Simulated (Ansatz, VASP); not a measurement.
One calculation of Ag, two programs

```
CELL_PARAMETERS angstrom
0.00000 2.04000 2.04000
2.04000 0.00000 2.04000
2.04000 2.04000 0.00000
ATOMIC_POSITIONS crystal
Ag 0.00000 0.00000 0.00000
```

Alike in both runs: task relaxation of cell and atoms; functional LDA; k mesh 12 × 12 × 12; occupations gaussian, width 0.1 eV; no spin polarisation.

|  | VASP | Ansatz |
| --- | --- | --- |
| version | VASP 6.6.1 | Ansatz 0.2.0 |
| potentials or method | VASP PAW LDA potentials, release 64 (Ag) | scalar-relativistic, plane waves, PAW |
| plane-wave cutoff (eV) | 500 | 420 |
| valence electrons in the cell | 11 | 19 |

```csv
,VASP,Ansatz,Ansatz less VASP
"gap on the k mesh at the Fermi level, each at its own relaxed structure (eV)",none,none,-
relaxed volume (Å³/atom),16.03,16.01,-0.020
relaxed length of the cell vector where the two differ most in proportion (Å),2.830,2.829,-0.0012
```

LDA's correlation is that of Perdew and Zunger in VASP and of Perdew and Wang (1992) in Ansatz. A gap of «none» marks a metal or a gap that the smearing closes. VASP's potentials hold 11 valence electrons a cell and Ansatz's 19, so a difference there can come from the potentials and not from the codes.
